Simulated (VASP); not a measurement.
## Si: single point with PBE

The system is Si.

```
Si
1.0
     0.00000    5.38100    5.38100
     5.38100    0.00000    5.38100
     5.38100    5.38100    0.00000
Si
16
Direct
  0.97415 0.02946 0.95912
  0.15801 0.08076 0.09416
  0.01053 0.96251 0.46825
  0.10718 0.11547 0.58007
  0.12482 0.44383 0.95409
  0.81784 0.73916 0.04979
  0.90670 0.46927 0.60347
  0.16505 0.58314 0.58715
  0.52584 0.04275 0.93569
  0.58565 0.25925 0.03035
  0.47294 0.04724 0.42332
  0.63659 0.11134 0.56937
  0.37932 0.63557 0.85521
  0.69357 0.55116 0.94843
  0.53676 0.48534 0.36759
  0.63436 0.69831 0.42676
```

```json
{"Program": "VASP 6.6.1", "Task": "single point", "Functional": "PBE", "Potentials or basis": "VASP PAW PBE potentials, release 64 (Si)", "Cutoff": "520 eV", "k mesh": "2 × 2 × 2", "Occupations": "fermi-dirac, width 0.24 eV", "Spin": "no spin polarisation"}
```

| Item | Value |
| --- | --- |
| Pressure | 0.3 GPa |
| Largest force | 1.345 eV/Å |
| Band gap on the k mesh | zero (band 32 reaches 6.43 eV, above the bottom of band 33 at 6.27 eV) |

Forces in eV/Å, atoms in the order of the input:
```
Si  -0.613 -0.330 -0.733
Si  -0.116  0.019  0.076
Si  -0.463 -0.183 -0.541
Si   1.208  0.464  0.284
Si   0.611 -0.072  0.953
Si   0.144  0.127  0.519
Si   0.298 -0.159  0.464
Si  -0.410 -0.501 -0.117
Si  -0.332  0.183 -0.122
Si  -0.103  0.786 -0.775
Si   0.035 -0.599  0.950
Si  -0.075 -0.320  0.255
Si  -0.246 -0.036 -0.108
Si   0.546 -0.256 -0.310
Si  -0.120 -0.276 -0.207
Si  -0.368  1.152 -0.588
```

Stress tensor (GPa, compression positive):
```
 0.11 -0.71  0.55
-0.71 -0.03  0.14
 0.55  0.14  0.94
```

Levels at points of the mesh, in eV from the Fermi level:
```csv
k point,band 30,band 31,band 32,band 33,band 34,band 35
"(0.00, 0.00, 0.00)",-0.76,-0.36,-0.25,-0.02,0.35,0.82
"(0.50, 0.00, 0.00)",-1.19,-0.27,0.14,0.36,0.55,1.07
"(0.00, 0.50, 0.00)",-0.82,-0.76,-0.28,0.15,0.35,0.65
"(0.00, 0.00, 0.50)",-1.09,-0.73,-0.33,0.03,0.61,0.75
"(0.50, 0.50, 0.50)",-0.79,-0.55,-0.31,0.06,0.77,0.89
"(0.50, 0.50, 0.00)",-1.00,-0.79,-0.18,0.33,0.57,1.20
"(0.00, 0.50, 0.50)",-1.15,-0.99,-0.26,0.50,0.76,1.13
"(0.50, 0.00, 0.50)",-1.17,-0.39,-0.13,0.29,0.71,1.07
```

Run time: 2.2 min on 1 thread of Intel(R) Xeon(R) 6975P-C (Granite Rapids) (shared host), peak memory 0.46 GiB.

Caveat: the k points lie up to 0.51 Å⁻¹ apart; forces of over 1 eV/Å act on the atoms, so gaps and moduli don't describe the material at rest.
